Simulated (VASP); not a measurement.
# TiAl in VASP: further runs

Aim: see how the results for TiAl move with the level of theory and the settings. Levels: PBEsol, PBE. Tasks: single point.

Everything below comes from runs of VASP 6.6.1. Logs are shortened: lines on timing, memory, paths and dates and some standing lists are left out, and cuts for length are marked.

**1. The cell of the first run**

It takes space group Pm-3m (No. 221, cubic). The conventional cell has a = 3.154 Å, b = 3.154 Å, c = 3.154 Å, α = 90.00°, β = 90.00°, γ = 90.00°. Ti (site symmetry m-3m) has 8 Al at 2.73 Å and 6 Ti at 3.15 Å within 3.6 Å. Al (site symmetry m-3m) has 8 Ti at 2.73 Å and 6 Al at 3.15 Å within 3.6 Å.

**2. Single point, PBEsol (functional PBEsol, strained)**

INCAR

```
  PREC = Accurate
  ENCUT = 520
  EDIFF = 1E-6
  ISMEAR = 0
  SIGMA = 0.1
  LREAL = False
  LASPH = True
  NELM = 60
  ALGO = Normal
  ISIF = 2
  LWAVE = False
  LCHARG = False
  GGA = PS
  NBANDS = 14
```

KPOINTS

```
Automatic mesh
0
Gamma
  14 14 14
```

POSCAR

```
TiAl
1.0
    3.1541719289      0.0000000000      0.0000000000
    0.0000000000      3.1541719289      0.0000000000
    0.0000000000      0.0000000000      3.1541719289
Ti Al
1 1
Direct
    0.0000000000      0.0000000000      0.0000000000
    0.5000000000      0.5000000000      0.5000000000
```

Potentials or basis: VASP PAW PBE potentials, release 64 (Ti_sv, Al).

The run is started by

```
> cat potpaw_PBE.64/Ti_sv/POTCAR potpaw_PBE.64/Al/POTCAR > POTCAR
> mpirun -np 1 vasp_std > vasp.out
```

OUTCAR:

```text
PREC = Accurate
   ENCUT = 520
   EDIFF = 1E-6
   ISMEAR = 0
   LREAL = False
   LASPH = True
   NELM = 60
   ISIF = 2
   GGA = PS

 ion  position               nearest neighbor table
   1  0.000  0.000  0.000-   2 2.73   2 2.73   2 2.73   2 2.73   2 2.73   2 2.73   2 2.73   2 2.73

   2  0.500  0.500  0.500-   1 2.73   1 2.73   1 2.73   1 2.73   1 2.73   1 2.73   1 2.73   1 2.73

  LATTYP: Found a simple cubic cell.
 ALAT       =     3.1541719289

  Lattice vectors:

 A1 = (   3.1541719289,   0.0000000000,   0.0000000000)
 A2 = (   0.0000000000,   3.1541719289,   0.0000000000)
 A3 = (   0.0000000000,   0.0000000000,   3.1541719289)

Analysis of symmetry for initial positions (statically):
=====================================================================
 Subroutine PRICEL returns:
 Original cell was already a primitive cell.

 Routine SETGRP: Setting up the symmetry group for a
 simple cubic supercell.

 Subroutine GETGRP returns: Found 48 space group operations
 (whereof 48 operations were pure point group operations)
 out of a pool of 48 trial point group operations.

The static configuration has the point symmetry O_h .

Analysis of symmetry for dynamics (positions and initial velocities):
=====================================================================
 Subroutine PRICEL returns:
 Original cell was already a primitive cell.

 Routine SETGRP: Setting up the symmetry group for a
 simple cubic supercell.

 Subroutine GETGRP returns: Found 48 space group operations
 (whereof 48 operations were pure point group operations)
 out of a pool of 48 trial point group operations.

The dynamic configuration has the point symmetry O_h .

 Subroutine INISYM returns: Found 48 space group operations
 (whereof 48 operations are pure point group operations),
 and found     1 'primitive' translations

----------------------------------------------------------------------------------------

                                     Primitive cell

  volume of cell :      31.3802

  direct lattice vectors                    reciprocal lattice vectors
     3.154171929  0.000000000  0.000000000     0.317040422  0.000000000  0.000000000
     0.000000000  3.154171929  0.000000000     0.000000000  0.317040422  0.000000000
     0.000000000  0.000000000  3.154171929     0.000000000  0.000000000  0.317040422

  length of vectors
     3.154171929  3.154171929  3.154171929     0.317040422  0.317040422  0.317040422

  position of ions in fractional coordinates (direct lattice)
[... 85 lines left out ...]
   ISIF   =      2    stress and relaxation
   ISYM   =      2    0-nonsym 1-usesym 2-fastsym
   POTIM  = 0.5000    time-step for ionic-motion
   TEBEG  =    0.0;   TEEND  =   0.0 temperature during run
   PSTRESS=    0.0 pullay stress
   NELECT =      15.0000    total number of electrons
   NUPDOWN=      -1.0000    fix difference up-down
   EMIN   =  10.00;   EMAX   =-10.00  energy-range for DOS
   EFERMI =   0.00;   METHOD = LEGACY
   ISMEAR =     0;   SIGMA  =   0.10  broadening in eV -4-tet -1-fermi 0-gaus
   EFERMI_NEDOS =   21; number of points for ismear=-14 and -15
   IALGO  =     38    algorithm
   IMIX   =      4    mixing-type and parameters
     AMIX     =   0.40;   BMIX     =  1.00
     AMIX_MAG =   1.60;   BMIX_MAG =  1.00
  volume/ion in A,a.u.               =      15.69       105.88
  Fermi-wavevector in a.u.,A,eV,Ry     =   1.280029  2.418905 22.292804  1.638475
  Thomas-Fermi vector in A             =   2.412481
   LORBIT       =      0    0 simple, 1 ext, 2 COOP (PROOUT), +10 PAW based schemes
   GGA     = PS    functional components
   LHFCALC =     F    Hartree Fock is set to
   AEXX    =    0.0000 exact exchange contribution
   IVDW    =     0    specifies the selected vdW correction
   LEPSILON=     F    determine dielectric tensor
   LRPA    =     F    only Hartree local field effects (RPA)
 non-spin polarized calculation
 Gauss-broadening in eV      SIGMA  =   0.10
  energy-cutoff  :      520.00
  volume of cell :       31.38
 maximum number of plane-waves:       876
 NGX is ok and might be reduce to    24
   NGX = 11   NGY = 11   NGZ = 11

 number of electron      14.9999993 magnetization

 Free energy of the ion-electron system (eV)
  ---------------------------------------------------
  ext. energy  EPLUGINS =         0.00000000
  ---------------------------------------------------
  free energy    TOTEN  =       -12.97456260 eV

  energy without entropy =      -12.96252968  energy(sigma->0) =      -12.96854614

 E-fermi :   8.9315     XC(G=0): -11.2923

 val. band max:        8.9102034890   @ k =   0.3571   0.2857   0.1429
 cond. band min:       8.9346744271   @ k =   0.2857   0.2857   0.0000
 fundamental gap:      0.0244709381
 Fermi energy:         8.9314740392

 k-point     1 :       0.0000    0.0000    0.0000
  band No.  band energies     occupation
      1     -47.6884      2.00000
      2     -23.9883      2.00000
      3     -23.9883      2.00000
      4     -23.9883      2.00000
      5      -0.4351      2.00000
      6       7.4356      2.00000
      7       7.4356      2.00000
      8      10.7699      0.00000
      9      10.7699      0.00000
     10      10.7699      0.00000
     11      13.4591      0.00000
     12      13.4591      0.00000
     13      13.4591      0.00000
     14      17.9073      0.00000
[... 377 lines left out ...]
      1     -47.6683      2.00000
      2     -24.1328      2.00000
      3     -24.0455      2.00000
      4     -23.9681      2.00000
      5       2.1071      2.00000
      6       5.7242      2.00000
      7       7.7342      2.00000
      8       8.8708      1.60930
      9       9.4702      0.00000
     10      10.3136      0.00000
     11      11.9532      0.00000
     12      14.1214      0.00000
     13      16.5642      0.00000
     14      17.3178      0.00000

 [... further k-points ...]
[... 5 lines left out ...]
  --------------------------------------------------------------------------------------
  -------------------------------------------------------------------------------------
  Total        0.0415780      0.0415780      0.0415780     -0.0000000      0.0000000     -0.0000000
  in kB        2.1228457      2.1228457      2.1228457     -0.0000000      0.0000000     -0.0000000
  external PRESSURE =       2.1228457 kB  Pullay stress =       0.0000000 kB

 VOLUME and BASIS-vectors are now :
 -----------------------------------------------------------------------------
  energy-cutoff  :      520.00
  volume of cell :       31.38
      direct lattice vectors                 reciprocal lattice vectors
     3.154171929  0.000000000  0.000000000     0.317040422  0.000000000  0.000000000
     0.000000000  3.154171929  0.000000000     0.000000000  0.317040422  0.000000000
     0.000000000  0.000000000  3.154171929     0.000000000  0.000000000  0.317040422

 POSITION                                       TOTAL-FORCE (eV/Angst)
 -----------------------------------------------------------------------------------
      0.00000      0.00000      0.00000         0.000000      0.000000      0.000000
      1.57709      1.57709      1.57709         0.000000      0.000000      0.000000
 -----------------------------------------------------------------------------------
    total drift:                                0.000000      0.000000      0.000000

  FREE ENERGIE OF THE ION-ELECTRON SYSTEM (eV)
  ---------------------------------------------------
  free  energy   TOTEN  =       -12.9745626045 eV

  energy  without entropy=      -12.9625296815  energy(sigma->0) =      -12.96854614
```

OSZICAR:

```text
N       E                     dE             d eps       ncg     rms          rms(c)
DAV:   1     0.991525009558E+02    0.99153E+02   -0.70630E+03  3366   0.109E+03
DAV:   2    -0.889833800131E+01   -0.10805E+03   -0.10396E+03  3456   0.300E+02
DAV:   3    -0.145194661318E+02   -0.56211E+01   -0.54462E+01  5114   0.652E+01
DAV:   4    -0.146918920407E+02   -0.17243E+00   -0.17196E+00  3766   0.101E+01
DAV:   5    -0.146991820102E+02   -0.72900E-02   -0.72870E-02  5008   0.198E+00    0.104E+01
DAV:   6    -0.130458610672E+02    0.16533E+01   -0.51256E+00  3846   0.313E+01    0.281E+00
DAV:   7    -0.129868164726E+02    0.59045E-01   -0.39505E-01  3700   0.827E+00    0.180E+00
DAV:   8    -0.129766651325E+02    0.10151E-01   -0.53402E-02  4530   0.228E+00    0.544E-01
DAV:   9    -0.129744441591E+02    0.22210E-02   -0.95384E-03  3950   0.135E+00    0.180E-01
DAV:  10    -0.129745638855E+02   -0.11973E-03   -0.34502E-04  3718   0.212E-01    0.637E-02
DAV:  11    -0.129745629951E+02    0.89039E-06   -0.16772E-04  4826   0.131E-01    0.103E-02
DAV:  12    -0.129745626045E+02    0.39064E-06   -0.45511E-06  3764   0.219E-02
   1 F= -.12974563E+02 E0= -.12968546E+02  d E =-.120329E-01
```

stdout:

```text
POSCAR found type information on POSCAR TiAl
 POSCAR found :  2 types and       2 ions
 scaLAPACK will be used
 -----------------------------------------------------------------------------
|                                                                             |
|                                                                             |
|     You enforced a specific xc type in the INCAR file but a different       |
|     I HOPE YOU KNOW WHAT YOU ARE DOING!                                     |
|                                                                             |
 -----------------------------------------------------------------------------

 LDA part: xc-table for (Slater+PW92), standard interpolation
 POSCAR, INCAR and KPOINTS ok, starting setup
 FFT: planning ... GRIDC
 FFT: planning ... GRID_SOFT
 FFT: planning ... GRID
 WAVECAR not read
 entering main loop
```

It took 11 s on 1 thread of Intel Xeon 6975P-C (Granite Rapids), shared host; peak memory 0.17 GiB.

Results:

```yaml
Free_energy: -12.9746 eV
Pressure: 0.2 GPa
```

Levels at points of the mesh, in eV from the Fermi level:
```tsv
k point	band 4	band 5	band 6	band 7	band 8	band 9	band 10	band 11
(0.00, 0.00, 0.00)	-32.92	-9.37	-1.50	-1.50	1.84	1.84	1.84	4.53
(0.50, 0.00, 0.00)	-32.90	-6.05	-5.26	-0.58	0.14	0.14	2.05	3.10
(0.50, 0.50, 0.00)	-32.89	-5.07	-2.10	-2.10	-1.51	0.70	0.70	2.84
(0.50, 0.50, 0.50)	-33.06	-3.17	-3.17	-3.17	0.79	2.91	2.91	2.97
```

Caveat: the cell differs from its parent crystal (functional PBEsol, strained); the PAW data sets were made with another functional, which shifts forces and pressure a little.

**3. Single point, PBE (strained)**

INCAR

```
ALGO     = Fast           # electronic algorithm
EDIFF    = 1E-6           # SCF threshold, eV
ENCUT    = 520            # plane-wave cutoff, eV
GGA      = PE             # functional
ISIF     = 2              # what is computed and relaxed
ISMEAR   = 0              # smearing method
LASPH    = T              # aspherical terms in the spheres
LCHARG   = F              # write CHGCAR
LREAL    = F              # projectors in reciprocal space
LWAVE    = F              # write WAVECAR
NBANDS   = 14             # bands
NELM     = 100            # most SCF steps
PREC     = Accurate       # precision mode
SIGMA    = 0.1            # smearing width, eV
```

KPOINTS

```
k-points
0
Gamma
  14 14 14
```

POSCAR

```
TiAl
1.0
    3.1975343618      0.0000000000      0.0000000000
    0.0000000000      3.1975343618      0.0000000000
    0.0000000000      0.0000000000      3.1975343618
Ti Al
1 1
Direct
    0.0000000000      0.0000000000      0.0000000000
    0.5000000000      0.5000000000      0.5000000000
```

Potentials or basis: VASP PAW PBE potentials, release 64 (Ti_sv, Al).

The run is started by

```
> cat potpaw_PBE.64/Ti_sv/POTCAR potpaw_PBE.64/Al/POTCAR > POTCAR
> mpirun -np 1 vasp_std > vasp.out
```

Wall time 24 s (1 thread of Intel Xeon 6975P-C (Granite Rapids), shared host); peak memory 0.17 GiB.

It converged, with:

```yaml
Free_energy: -12.1150 eV
Pressure: -1.2 GPa
```

Levels at points of the mesh, in eV from the Fermi level:
| k point | band 4 | band 5 | band 6 | band 7 | band 8 | band 9 | band 10 | band 11 |
| --- | --- | --- | --- | --- | --- | --- | --- | --- |
| (0.00, 0.00, 0.00) | -33.15 | -9.21 | -1.41 | -1.41 | 1.76 | 1.76 | 1.76 | 4.32 |
| (0.50, 0.00, 0.00) | -33.13 | -6.03 | -5.15 | -0.54 | 0.14 | 0.14 | 1.95 | 2.90 |
| (0.50, 0.50, 0.00) | -33.12 | -4.98 | -2.11 | -2.11 | -1.46 | 0.69 | 0.69 | 2.65 |
| (0.50, 0.50, 0.50) | -33.26 | -3.05 | -3.05 | -3.05 | 0.52 | 2.71 | 2.71 | 2.86 |

Caveat: the cell differs from its parent crystal (strained).

(Part 1 of 3 ends here.)
